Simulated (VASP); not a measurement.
# Pt (Im-3m) in VASP: a series of runs, part 2 of 4

VASP 6.6.1. The steps go on from the part before.

## (3) Single point, PBE

This run uses another cell than the first one, of 15.53 Å³/atom.

Contents of INCAR:

```
PREC     = Accurate       # precision mode
ENCUT    = 520            # plane-wave cutoff, eV
EDIFF    = 1E-6           # SCF threshold, eV
ISMEAR   = -1             # smearing method
SIGMA    = 0.06122561905347299 # smearing width, eV
LREAL    = False          # projectors in reciprocal space
LASPH    = True           # aspherical terms in the spheres
NELM     = 60             # most SCF steps
ALGO     = Normal         # electronic algorithm
ISIF     = 2              # what is computed and relaxed
LWAVE    = False          # write WAVECAR
LCHARG   = False          # write CHGCAR
GGA      = PE             # functional
NBANDS   = 11             # bands
```

Contents of KPOINTS:

```
regular mesh
0
Gamma
  48 48 48
```

Contents of POSCAR:

```
Pt
1.0
   -1.5717546342      1.5717546342      1.5717546342
    1.5717546342     -1.5717546342      1.5717546342
    1.5717546342      1.5717546342     -1.5717546342
Pt
1
Direct
    0.0000000000      0.0000000000      0.0000000000
```

Potentials or basis: VASP PAW PBE potentials, release 64 (Pt).

On the command line:

```sh
$ cat potpaw_PBE.64/Pt/POTCAR > POTCAR
$ mpirun -np 1 vasp_std > vasp.out
```

OUTCAR:

```text
PREC = Accurate
   ENCUT = 520
   EDIFF = 1E-6
   ISMEAR = -1
   LREAL = False
   LASPH = True
   NELM = 60
   ISIF = 2
   GGA = PE

 ion  position               nearest neighbor table
   1  0.000  0.000  0.000-

  LATTYP: Found a body centered cubic cell.
 ALAT       =     3.1435092684

  Lattice vectors:

 A1 = (  -1.5717546342,   1.5717546342,   1.5717546342)
 A2 = (   1.5717546342,  -1.5717546342,   1.5717546342)
 A3 = (   1.5717546342,   1.5717546342,  -1.5717546342)

Analysis of symmetry for initial positions (statically):
=====================================================================
 Subroutine PRICEL returns:
 Original cell was already a primitive cell.

 Routine SETGRP: Setting up the symmetry group for a
 body centered cubic supercell.

 Subroutine GETGRP returns: Found 48 space group operations
 (whereof 48 operations were pure point group operations)
 out of a pool of 48 trial point group operations.

The static configuration has the point symmetry O_h .

Analysis of symmetry for dynamics (positions and initial velocities):
=====================================================================
 Subroutine PRICEL returns:
 Original cell was already a primitive cell.

 Routine SETGRP: Setting up the symmetry group for a
 body centered cubic supercell.

 Subroutine GETGRP returns: Found 48 space group operations
 (whereof 48 operations were pure point group operations)
 out of a pool of 48 trial point group operations.

The dynamic configuration has the point symmetry O_h .

 Subroutine INISYM returns: Found 48 space group operations
 (whereof 48 operations are pure point group operations),
 and found     1 'primitive' translations

----------------------------------------------------------------------------------------
[... 113 lines left out ...]
  Fermi-wavevector in a.u.,A,eV,Ry     =   1.413633  2.671379 27.189324  1.998359
  Thomas-Fermi vector in A             =   2.535259
   LORBIT       =      0    0 simple, 1 ext, 2 COOP (PROOUT), +10 PAW based schemes
   GGA     = PE    functional components
   LHFCALC =     F    Hartree Fock is set to
   AEXX    =    0.0000 exact exchange contribution
   IVDW    =     0    specifies the selected vdW correction
   LEPSILON=     F    determine dielectric tensor
   LRPA    =     F    only Hartree local field effects (RPA)
 non-spin polarized calculation
  energy-cutoff  :      520.00
  volume of cell :       15.53
 maximum number of plane-waves:       432
   NGX = 11   NGY = 11   NGZ = 11

 number of electron      10.0000000 magnetization

 number of electron       9.9999997 magnetization

 Free energy of the ion-electron system (eV)
  ---------------------------------------------------
  ext. energy  EPLUGINS =         0.00000000
  ---------------------------------------------------
  free energy    TOTEN  =        -6.00513434 eV

  energy without entropy =       -5.99312332  energy(sigma->0) =       -5.99912883

 E-fermi :  10.5096     XC(G=0): -13.3058

 val. band max:       10.5092696125   @ k =  -0.3750  -0.4792   0.1458
 cond. band min:      10.5098406703   @ k =   0.4583   0.0208   0.0000
 fundamental gap:      0.0005710578
 Fermi energy:        10.5095714333

 k-point     1 :       0.0000    0.0000    0.0000
  band No.  band energies     occupation
      1       0.8326      2.00000
      2       6.9356      2.00000
      3       6.9356      2.00000
      4       6.9356      2.00000
      5       9.4806      2.00000
      6       9.4806      2.00000
      7      27.6006      0.00000
      8      27.6006      0.00000
      9      27.6006      0.00000
     10      37.8498      0.00000
     11      37.8498      0.00000
[... 309 lines left out ...]
 k-point    24 :       0.4792    0.0000    0.0000
  band No.  band energies     occupation
      1       3.7813      2.00000
      2       5.4802      2.00000
      3       9.2893      2.00000
      4       9.8121      1.99998
      5      10.6358      0.22580
      6      11.5606      0.00000
      7      17.0683      0.00000
      8      23.7999      0.00000
      9      26.5615      0.00000
     10      34.6312      0.00000
     11      35.7014      0.00000

 [... further k-points ...]

------------------------ aborting loop because EDIFF is reached ----------------------------------------

  FORCE on cell =-STRESS in cart. coord.  units (eV):
  Direction    XX          YY          ZZ          XY          YZ          ZX
  --------------------------------------------------------------------------------------
  -------------------------------------------------------------------------------------
  Total        0.4201389      0.4201389      0.4201389      0.0000000      0.0000000      0.0000000
  in kB       43.3400308     43.3400308     43.3400308      0.0000000      0.0000000      0.0000000
  external PRESSURE =      43.3400308 kB  Pullay stress =       0.0000000 kB

 VOLUME and BASIS-vectors are now :
 -----------------------------------------------------------------------------
  energy-cutoff  :      520.00
  volume of cell :       15.53
      direct lattice vectors                 reciprocal lattice vectors
    -1.571754634  1.571754634  1.571754634     0.000000000  0.318115811  0.318115811
     1.571754634 -1.571754634  1.571754634     0.318115811  0.000000000  0.318115811
     1.571754634  1.571754634 -1.571754634     0.318115811  0.318115811  0.000000000

 POSITION                                       TOTAL-FORCE (eV/Angst)
 -----------------------------------------------------------------------------------
      0.00000      0.00000      0.00000        -0.000000      0.000000     -0.000000
 -----------------------------------------------------------------------------------
    total drift:                               -0.000000     -0.000000      0.000000

  FREE ENERGIE OF THE ION-ELECTRON SYSTEM (eV)
  ---------------------------------------------------
  free  energy   TOTEN  =        -6.0051343432 eV

  energy  without entropy=       -5.9931233163  energy(sigma->0) =       -5.99912883
```

OSZICAR:

```text
N       E                     dE             d eps       ncg     rms          rms(c)
DAV:   1     0.397502657366E+02    0.39750E+02   -0.53510E+03 62377   0.843E+02
DAV:   2    -0.575726865417E+01   -0.45508E+02   -0.43614E+02 69566   0.175E+02
DAV:   3    -0.636169650016E+01   -0.60443E+00   -0.60162E+00 71349   0.193E+01
DAV:   4    -0.636407422515E+01   -0.23777E-02   -0.23776E-02 70637   0.142E+00
DAV:   5    -0.636409351893E+01   -0.19294E-04   -0.19293E-04 72114   0.119E-01    0.115E+01
DAV:   6    -0.604178030085E+01    0.32231E+00   -0.73807E-01 65217   0.674E+00    0.610E+00
DAV:   7    -0.600821716479E+01    0.33563E-01   -0.12143E-01 69786   0.268E+00    0.241E+00
DAV:   8    -0.600530839804E+01    0.29088E-02   -0.50451E-03 65951   0.616E-01    0.509E-01
DAV:   9    -0.600513102495E+01    0.17737E-03   -0.13844E-04 69765   0.104E-01    0.340E-02
DAV:  10    -0.600513444882E+01   -0.34239E-05   -0.28091E-06 72327   0.133E-02    0.383E-03
DAV:  11    -0.600513434324E+01    0.10559E-06   -0.22132E-08 39696   0.144E-03
   1 F= -.60051343E+01 E0= -.59991288E+01  d E =-.120110E-01
```

stdout:

```text
POSCAR found type information on POSCAR Pt
 POSCAR found :  1 types and       1 ions
 scaLAPACK will be used
 LDA part: xc-table for (Slater+PW92), standard interpolation
 POSCAR, INCAR and KPOINTS ok, starting setup
 FFT: planning ... GRIDC
 FFT: planning ... GRID_SOFT
 FFT: planning ... GRID
 WAVECAR not read
 entering main loop
```

Wall time 3.4 min (1 thread of Oxide Virtual Turin-like, shared host); peak memory 0.5 GiB.

Results:

```yaml
Free_energy: -6.0051 eV
Pressure: 4.3 GPa
Band_gap_on_the_k_mesh: zero (bands 5 and 6 overlap by 2.25 eV)
```

Caveat: the cell stands under pressure; spin-orbit coupling is left out, which moves the levels of the heavy elements.

## (4) Single point, PBE

This run uses another cell than the first one, of 15.85 Å³/atom.

Contents of INCAR:

```
SYSTEM = Pt
PREC = Accurate ; ENCUT = 520
EDIFF = 1E-6 ; ISMEAR = -1
SIGMA = 0.06122561905347299 ; LREAL = .FALSE.
LASPH = .TRUE. ; NELM = 80
ALGO = Normal ; ISIF = 2
LWAVE = .FALSE. ; LCHARG = .FALSE.
GGA = PE ; NBANDS = 11
```

Contents of KPOINTS:

```
regular mesh
0
G
  48 48 48
  0 0 0
```

Contents of POSCAR:

```
Pt
1.0
   -1.5823749201      1.5823749201      1.5823749201
    1.5823749201     -1.5823749201      1.5823749201
    1.5823749201      1.5823749201     -1.5823749201
Pt
1
Direct
    0.0000000000      0.0000000000      0.0000000000
```

On the command line:

```sh
$ cat potpaw_PBE.64/Pt/POTCAR > POTCAR
$ mpirun -np 1 vasp_std > vasp.out
```

Run time: 6.5 min. Hardware: 1 thread of Oxide Virtual Turin-like, shared host; peak memory 0.51 GiB.

The run converged. Its results:

```
Free energy            : -6.0089 eV
Pressure               : -0.7 GPa
Band gap on the k mesh : zero (bands 5 and 6 overlap by 2.16 eV)
```

Levels at points of the mesh, in eV from the Fermi level:
| k point | band 1 | band 2 | band 3 | band 4 | band 5 | band 6 | band 7 | band 8 | band 9 | band 10 |
| --- | --- | --- | --- | --- | --- | --- | --- | --- | --- | --- |
| (0.00, 0.00, 0.00) | -9.47 | -3.46 | -3.46 | -3.46 | -0.99 | -0.99 | 17.10 | 17.10 | 17.10 | 27.09 |
| (0.50, 0.00, 0.00) | -6.54 | -4.88 | -1.17 | -0.68 | 0.28 | 1.04 | 6.27 | 13.26 | 15.83 | 24.00 |
| (0.50, 0.50, 0.50) | -6.04 | -6.04 | 0.52 | 0.52 | 0.52 | 7.66 | 7.66 | 7.66 | 12.73 | 18.97 |

Caveat: spin-orbit coupling is left out, which moves the levels of the heavy elements.

(Part 2 of 4 ends here.)
